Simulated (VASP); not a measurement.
# WS2 in VASP: further runs

WS2 is run at these levels: PBE+D3(BJ); tasks: single point.

All numbers are computed with VASP 6.6.1; they aren't measurements. Logs are shortened: lines on timing, memory, paths and dates and some standing lists are left out, and cuts for length are marked.

## (1) The cell of the first run

The cell holds a slab with vacuum, 3 atoms: a = 3.157 Å, b = 3.157 Å, c = 32.291 Å, α = 90.00°, β = 90.00°, γ = 120.00°.

## (2) Single point, PBE+D3(BJ) (atoms taken out)

INCAR

```
  PREC = Accurate
  ENCUT = 520
  EDIFF = 1E-6
  ISMEAR = 0
  SIGMA = 0.02
  LREAL = F
  LASPH = T
  NELM = 80
  ALGO = Normal
  ISIF = 2
  LWAVE = F
  LCHARG = F
  LDIPOL = T
  IDIPOL = 3
  DIPOL = 0.5 0.5 0.500
  GGA = PE
  IVDW = 12
  NBANDS = 20
```

KPOINTS

```
Automatic mesh
0
Gamma
  12 12 1
```

POSCAR

```
WS2
1.0
    3.1570597457      0.0000000000      0.0000000000
   -1.5785298729      2.7340939411      0.0000000000
    0.0000000000      0.0000000000     32.2909956605
S W
2 1
Direct
    0.3333333333      0.6666666667      0.4512945054
    0.3333333333      0.6666666667      0.5487054946
    0.6666666667      0.3333333333      0.5000183667
```

Potentials or basis: VASP PAW PBE potentials, release 64 (S, W_sv).

The run is started by

```
> cat potpaw_PBE.64/S/POTCAR potpaw_PBE.64/W_sv/POTCAR > POTCAR
> mpirun -np 1 vasp_std > vasp.out
```

OUTCAR:

```text
PREC = Accurate
   ENCUT = 520
   EDIFF = 1E-6
   ISMEAR = 0
   LREAL = F
   LASPH = T
   NELM = 80
   ISIF = 2
   GGA = PE
   IVDW = 12
 IVDW          = 12

 ion  position               nearest neighbor table
   1  0.333  0.667  0.451-   3 2.41   3 2.41   3 2.41
   2  0.333  0.667  0.549-   3 2.41   3 2.41   3 2.41
   3  0.667  0.333  0.500-   2 2.41   2 2.41   2 2.41   1 2.41   1 2.41   1 2.41

  LATTYP: Found a hexagonal cell.
 ALAT       =     3.1570597457
 C/A-ratio  =    10.2281864334

  Lattice vectors:

 A1 = (   3.1570597457,   0.0000000000,   0.0000000000)
 A2 = (  -1.5785298729,   2.7340939411,   0.0000000000)
 A3 = (   0.0000000000,   0.0000000000,  32.2909956605)

Analysis of symmetry for initial positions (statically):
=====================================================================
 Subroutine PRICEL returns:
 Original cell was already a primitive cell.

 Routine SETGRP: Setting up the symmetry group for a
 hexagonal supercell.

 Subroutine GETGRP returns: Found  6 space group operations
 (whereof  6 operations were pure point group operations)
 out of a pool of 24 trial point group operations.

The static configuration has the point symmetry C_3v.

Analysis of symmetry for dynamics (positions and initial velocities):
=====================================================================
 Subroutine PRICEL returns:
 Original cell was already a primitive cell.

 Routine SETGRP: Setting up the symmetry group for a
 hexagonal supercell.

 Subroutine GETGRP returns: Found  6 space group operations
 (whereof  6 operations were pure point group operations)
 out of a pool of 24 trial point group operations.

The dynamic configuration has the point symmetry C_3v.

 Subroutine INISYM returns: Found  6 space group operations
 (whereof  6 operations are pure point group operations),
 and found     1 'primitive' translations

----------------------------------------------------------------------------------------

                                     Primitive cell

  volume of cell :     278.7261

  direct lattice vectors                    reciprocal lattice vectors
     3.157059746  0.000000000  0.000000000     0.316750420  0.182875940  0.000000000
    -1.578529873  2.734093941  0.000000000     0.000000000  0.365751880  0.000000000
     0.000000000  0.000000000 32.290995661     0.000000000  0.000000000  0.030968385

  length of vectors
     3.157059746  3.157059746 32.290995661     0.365751880  0.365751880  0.030968385

  position of ions in fractional coordinates (direct lattice)
     0.333333333  0.666666667  0.451294505
     0.333333333  0.666666667  0.548705495
     0.666666667  0.333333333  0.500018367

  ion indices of the primitive-cell ions
   primitive index   ion index
                 1           1
                 2           2
                 3           3

----------------------------------------------------------------------------------------

 KPOINTS: Automatic mesh

Automatic generation of k-mesh.
 Grid dimensions read from file:
 generate k-points for:   12   12    1

 Generating k-lattice:

  Cartesian coordinates                     Fractional coordinates (reciprocal lattice)
     0.026395868  0.015239662  0.000000000     0.083333333  0.000000000  0.000000000
     0.000000000  0.030479323  0.000000000     0.000000000  0.083333333  0.000000000
     0.000000000  0.000000000  0.030968385     0.000000000  0.000000000  1.000000000

  Length of vectors
     0.030479323  0.030479323  0.030968385

  Shift w.r.t. Gamma in fractional coordinates (k-lattice)
     0.000000000  0.000000000  0.000000000

 Subroutine IBZKPT returns following result:
 ===========================================

 Found     19 irreducible k-points:

 Following reciprocal coordinates:
            Coordinates               Weight
  0.000000  0.000000  0.000000      1.000000
  0.083333 -0.000000  0.000000      6.000000
  0.166667 -0.000000  0.000000      6.000000
  0.250000  0.000000  0.000000      6.000000
  0.333333 -0.000000  0.000000      6.000000
  0.416667 -0.000000  0.000000      6.000000
[... 11 lines left out ...]
  0.333333  0.250000  0.000000     12.000000
  0.333333  0.333333  0.000000      2.000000
   k-points           NKPTS =     19   k-points in BZ     NKDIM =     19   number of bands    NBANDS=     20
   number of dos      NEDOS =    301   number of ions     NIONS =      3
   total plane-waves  NPLWV = 138240
   dimension x,y,z NGX =    24 NGY =   24 NGZ =  240
   dimension x,y,z NGXF=    48 NGYF=   48 NGZF=  480
   ions per type =               2   1
   NGX,Y,Z   is equivalent  to a cutoff of  12.64, 12.64, 12.36 a.u.
   NGXF,Y,Z  is equivalent  to a cutoff of  25.28, 25.28, 24.71 a.u.
 SYSTEM =  unknown system
   PREC   = accura    normal or accurate (medium, high low for compatibility)
   ISTART =      0    job   : 0-new  1-cont  2-samecut
   ICHARG =      2    charge: 1-file 2-atom 10-const
   ISPIN  =      1    spin polarized calculation?
   LNONCOLLINEAR =      F non collinear calculations
   LSORBIT =      F    spin-orbit coupling
   LASPH  =      T    aspherical Exc in radial PAW
   ENCUT  =  520.0 eV  38.22 Ry    6.18 a.u.   5.87  5.87 60.04*2*pi/ulx,y,z
   NELM   =     80;   NELMIN=  2; NELMDL= -5     # of ELM steps
   EDIFF  = 0.1E-05   stopping-criterion for ELM
   LREAL  =      F    real-space projection
   EDIFFG = 0.1E-04   stopping-criterion for IOM
   NSW    =      0    number of steps for IOM
   IBRION =     -1    ionic relax: 0-MD 1-quasi-New 2-CG
   NFREE  =      0    steps in history (QN), initial steepest desc. (CG)
   ISIF   =      2    stress and relaxation
   ISYM   =      2    0-nonsym 1-usesym 2-fastsym
   POTIM  = 0.5000    time-step for ionic-motion
   TEBEG  =    0.0;   TEEND  =   0.0 temperature during run
   PSTRESS=    0.0 pullay stress
   NELECT =      26.0000    total number of electrons
   NUPDOWN=      -1.0000    fix difference up-down
   EMIN   =  10.00;   EMAX   =-10.00  energy-range for DOS
   EFERMI =   0.00;   METHOD = LEGACY
   ISMEAR =     0;   SIGMA  =   0.02  broadening in eV -4-tet -1-fermi 0-gaus
   EFERMI_NEDOS =   21; number of points for ismear=-14 and -15
   IALGO  =     38    algorithm
   IMIX   =      4    mixing-type and parameters
     AMIX     =   0.40;   BMIX     =  1.00
     AMIX_MAG =   1.60;   BMIX_MAG =  1.00
  volume/ion in A,a.u.               =      92.91       626.98
  Fermi-wavevector in a.u.,A,eV,Ry     =   0.742461  1.403047  7.500180  0.551248
  Thomas-Fermi vector in A             =   1.837344
   LORBIT       =      0    0 simple, 1 ext, 2 COOP (PROOUT), +10 PAW based schemes
   GGA     = PE    functional components
   LHFCALC =     F    Hartree Fock is set to
   AEXX    =    0.0000 exact exchange contribution
   IVDW    =    12    specifies the selected vdW correction
   LEPSILON=     F    determine dielectric tensor
   LRPA    =     F    only Hartree local field effects (RPA)
 non-spin polarized calculation
 Gauss-broadening in eV      SIGMA  =   0.02
  energy-cutoff  :      520.00
  volume of cell :      278.73
 maximum number of plane-waves:      7550
 NGX is ok and might be reduce to    24
   NGX = 11   NGY = 11   NGZ =121

 dipolmoment           0.000000      0.000000     -0.000053 electrons x Angstroem

 number of electron      25.9999999 magnetization

 dipolmoment           0.000000      0.000000      0.000028 electrons x Angstroem

 Free energy of the ion-electron system (eV)
  ---------------------------------------------------
  ext. energy  EPLUGINS =         0.00000000
  ---------------------------------------------------
  free energy    TOTEN  =       -23.66275949 eV

  energy without entropy =      -23.66275949  energy(sigma->0) =      -23.66275949

 E-fermi :  -3.1282     XC(G=0):  -2.4389

 val. band max:       -3.2701138687   @ k =   0.3333   0.3333   0.0000
 cond. band min:      -1.3462098609   @ k =   0.3333   0.3333   0.0000
 fundamental gap:      1.9239040079
 Fermi energy:        -3.1282041342

 k-point     1 :       0.0000    0.0000    0.0000
  band No.  band energies     occupation
      1     -77.2674      2.00000
      2     -41.5225      2.00000
      3     -41.3470      2.00000
      4     -41.3470      2.00000
      5     -18.1136      2.00000
      6     -16.4739      2.00000
[... 12 lines left out ...]
     19       2.0208      0.00000
     20       2.3375      0.00000

 k-point     2 :       0.0833   -0.0000    0.0000
  band No.  band energies     occupation
      1     -77.2661      2.00000
      2     -41.5180      2.00000
      3     -41.3718      2.00000
      4     -41.3528      2.00000
      5     -17.9957      2.00000
      6     -16.4299      2.00000
[... 12 lines left out ...]
     19       2.1617      0.00000
     20       2.5472      0.00000

 k-point     3 :       0.1667   -0.0000    0.0000
  band No.  band energies     occupation
      1     -77.2627      2.00000
      2     -41.5058      2.00000
      3     -41.4390      2.00000
      4     -41.3684      2.00000
      5     -17.6595      2.00000
      6     -16.3049      2.00000
[... 12 lines left out ...]
     19       2.5711      0.00000
     20       2.9835      0.00000

 k-point     4 :       0.2500    0.0000    0.0000
  band No.  band energies     occupation
      1     -77.2580      2.00000
      2     -41.5296      2.00000
      3     -41.4891      2.00000
      4     -41.3897      2.00000
      5     -17.1592      2.00000
      6     -16.1208      2.00000
[... 314 lines left out ...]
 k-point    18 :       0.3333    0.2500    0.0000
  band No.  band energies     occupation
      1     -77.2469      2.00000
      2     -41.6448      2.00000
      3     -41.5370      2.00000
      4     -41.4493      2.00000
      5     -15.6782      2.00000
      6     -15.5591      2.00000
[... 12 lines left out ...]
     19       4.5235      0.00000
     20       5.8657      0.00000

 k-point    19 :       0.3333    0.3333    0.0000
  band No.  band energies     occupation
      1     -77.2463      2.00000
      2     -41.6159      2.00000
      3     -41.5809      2.00000
      4     -41.4471      2.00000
      5     -15.5810      2.00000
      6     -15.5146      2.00000
[... 12 lines left out ...]
     19       3.8975      0.00000
     20       6.0741      0.00000

------------------------ aborting loop because EDIFF is reached ----------------------------------------

 vacuum level on the upper side and lower side of the slab       (xc-potential included)        -0.105        -0.105

 Edisp (eV)   -0.93190

 E8    (eV) :    -0.4193

  FORCE on cell =-STRESS in cart. coord.  units (eV):
  Direction    XX          YY          ZZ          XY          YZ          ZX
  --------------------------------------------------------------------------------------
  -------------------------------------------------------------------------------------
  Total       0.15985     0.15985     0.24506    -0.00000     0.00000     0.00000
  in kB       0.91884     0.91884     1.40864    -0.00000     0.00000     0.00000
  external pressure =        1.08 kB  Pullay stress =        0.00 kB

 VOLUME and BASIS-vectors are now :
 -----------------------------------------------------------------------------
  energy-cutoff  :      520.00
  volume of cell :      278.73
      direct lattice vectors                 reciprocal lattice vectors
     3.157059746  0.000000000  0.000000000     0.316750420  0.182875940  0.000000000
    -1.578529873  2.734093941  0.000000000     0.000000000  0.365751880  0.000000000
     0.000000000  0.000000000 32.290995661     0.000000000  0.000000000  0.030968385

 POSITION                                       TOTAL-FORCE (eV/Angst)
 -----------------------------------------------------------------------------------
     -0.00000      1.82273     14.57275         0.000000     -0.000000     -0.077149
     -0.00000      1.82273     17.71825        -0.000000      0.000000      0.096767
      1.57853      0.91136     16.14609         0.000000      0.000000     -0.019618
 -----------------------------------------------------------------------------------
    total drift:                               -0.000000     -0.000000     -0.000006

  FREE ENERGIE OF THE ION-ELECTRON SYSTEM (eV)
  ---------------------------------------------------
  free  energy   TOTEN  =       -24.5946550345 eV

  energy  without entropy=      -24.5946550345  energy(sigma->0) =      -24.59465503

 vacuum level on the upper side and lower side of the slab         2.349         2.349
```

Run time: 81 s. Hardware: 1 thread of Intel Xeon 6975P-C (Granite Rapids), shared host; peak memory 0.4 GiB.

Results:

| Property | Result |
| --- | --- |
| Free energy | -24.5947 eV |
| Largest force | 0.097 eV/Å |
| Band gap on the k mesh | 1.92 eV |
| Dispersion energy per atom | -0.311 eV |

Forces in eV/Å, atoms in the order of the input:
```
S    0.000  0.000 -0.077
S    0.000  0.000  0.097
W    0.000  0.000 -0.020
```

Caveat: the cell differs from its parent crystal (atoms taken out); spin-orbit coupling is left out, which moves the levels of the heavy elements.

## (3) Single point, PBE+D3(BJ) (atoms taken out)

INCAR

```
ALGO     = Normal         # electronic algorithm
DIPOL    = 0.5 0.5 0.500
EDIFF    = 1E-6           # SCF threshold, eV
ENCUT    = 520            # plane-wave cutoff, eV
GGA      = PE             # functional
IDIPOL   = 3            
ISIF     = 2              # what is computed and relaxed
ISMEAR   = 0              # smearing method
IVDW     = 12             # dispersion correction
LASPH    = True           # aspherical terms in the spheres
LCHARG   = False          # write CHGCAR
LDIPOL   = True         
LREAL    = False          # projectors in reciprocal space
LWAVE    = False          # write WAVECAR
NBANDS   = 20             # bands
NELM     = 80             # most SCF steps
PREC     = Accurate       # precision mode
SIGMA    = 0.02           # smearing width, eV
```

KPOINTS

```
k-points
0
Gamma
  12 12 1
```

POSCAR

```
WS2
1.0
    3.1597787811      0.0000000000      0.0000000000
   -1.5798893906      2.7364486948      0.0000000000
    0.0000000000      0.0000000000     32.2909956605
S W
2 1
Direct
    0.3333333333      0.6666666667      0.4512036613
    0.3333333333      0.6666666667      0.5488089752
    0.6666666667      0.3333333333      0.5000057302
```

Potentials or basis: VASP PAW PBE potentials, release 64 (S, W_sv).

The run is started by

```
> cat potpaw_PBE.64/S/POTCAR potpaw_PBE.64/W_sv/POTCAR > POTCAR
> mpirun -np 1 vasp_std > vasp.out
```

OUTCAR:

```text
EDIFF = 1E-6
   ENCUT = 520
   GGA = PE
   ISIF = 2
   ISMEAR = 0
   IVDW = 12
   LASPH = True
   LREAL = False
   NELM = 80
   PREC = Accurate
 IVDW          = 12

 ion  position               nearest neighbor table
   1  0.333  0.667  0.451-   3 2.41   3 2.41   3 2.41
   2  0.333  0.667  0.549-   3 2.41   3 2.41   3 2.41
   3  0.667  0.333  0.500-   1 2.41   1 2.41   1 2.41   2 2.41   2 2.41   2 2.41

  LATTYP: Found a hexagonal cell.
 ALAT       =     3.1597787811
 C/A-ratio  =    10.2193849309

  Lattice vectors:

 A1 = (   3.1597787811,   0.0000000000,   0.0000000000)
[... 632 lines left out ...]
  --------------------------------------------------------------------------------------
  -------------------------------------------------------------------------------------
  Total      -0.01852    -0.01852    -0.01377     0.00000     0.00000     0.00000
  in kB      -0.10626    -0.10626    -0.07900     0.00000     0.00000     0.00000
  external pressure =       -0.10 kB  Pullay stress =        0.00 kB

 VOLUME and BASIS-vectors are now :
 -----------------------------------------------------------------------------
  energy-cutoff  :      520.00
  volume of cell :      279.21
      direct lattice vectors                 reciprocal lattice vectors
     3.159778781  0.000000000  0.000000000     0.316477852  0.182718573  0.000000000
    -1.579889391  2.736448695  0.000000000     0.000000000  0.365437146  0.000000000
     0.000000000  0.000000000 32.290995661     0.000000000  0.000000000  0.030968385

 POSITION                                       TOTAL-FORCE (eV/Angst)
 -----------------------------------------------------------------------------------
     -0.00000      1.82430     14.56982        -0.000000     -0.000000     -0.004566
     -0.00000      1.82430     17.72159        -0.000000     -0.000000      0.004566
      1.57989      0.91215     16.14568         0.000000      0.000000      0.000000
 -----------------------------------------------------------------------------------
    total drift:                                0.000000     -0.000000     -0.038190

  FREE ENERGIE OF THE ION-ELECTRON SYSTEM (eV)
  ---------------------------------------------------
  free  energy   TOTEN  =       -24.5951132548 eV

  energy  without entropy=      -24.5951132548  energy(sigma->0) =      -24.59511325

 vacuum level on the upper side and lower side of the slab         2.371         2.376
```

OSZICAR:

```text
N       E                     dE             d eps       ncg     rms          rms(c)
DAV:   1     0.185589685388E+03    0.18559E+03   -0.12652E+04   928   0.971E+02
DAV:   2    -0.654948463639E+01   -0.19214E+03   -0.18608E+03  1060   0.217E+02
DAV:   3    -0.247331780401E+02   -0.18184E+02   -0.18106E+02  1064   0.683E+01
[... 14 lines left out ...]
DAV:  18    -0.236655238320E+02   -0.28510E-04   -0.10461E-06   816   0.451E-03    0.931E-03
DAV:  19    -0.236655310216E+02   -0.71895E-05   -0.39506E-07   788   0.263E-03    0.747E-03
DAV:  20    -0.236655359891E+02   -0.49675E-05   -0.12516E-07   692   0.149E-03    0.147E-03
DAV:  21    -0.236655399919E+02   -0.40028E-05   -0.13920E-07   664   0.150E-03    0.289E-03
DAV:  22    -0.236655405920E+02   -0.60014E-06   -0.23450E-08   580   0.831E-04
   1 F= -.24595113E+02 E0= -.24595113E+02  d E =-.588657E-23
```

stdout:

```text
POSCAR found type information on POSCAR S W
 POSCAR found :  2 types and       3 ions
 scaLAPACK will be used
 LDA part: xc-table for (Slater+PW92), standard interpolation
 POSCAR, INCAR and KPOINTS ok, starting setup
 FFT: planning ... GRIDC
 FFT: planning ... GRID_SOFT
 FFT: planning ... GRID
 WAVECAR not read
 entering main loop
```

It took 76 s on 1 thread of Intel Xeon 6975P-C (Granite Rapids), shared host; peak memory 0.41 GiB.

What came out:

| Item | Value |
| --- | --- |
| Free energy | -24.5951 eV |
| Largest force | 0.005 eV/Å |
| Band gap on the k mesh | 1.92 eV |
| Dispersion energy per atom | -0.310 eV |

Forces on the atoms (eV/Å):
```
S    0.000  0.000 -0.005
S    0.000  0.000  0.005
W    0.000  0.000  0.000
```

Levels at points of the mesh, in eV from the valence-band top:
```
           k point  band 11  band 12  band 13  band 14  band 15  band 16
(0.00, 0.00, 0.00)    -1.57    -1.57    -0.14     2.93     2.93     3.07
(0.50, 0.00, 0.00)    -2.22    -1.22    -0.96     2.95     3.37     4.06
```

Caveat: the cell differs from its parent crystal (atoms taken out); spin-orbit coupling is left out, which moves the levels of the heavy elements.
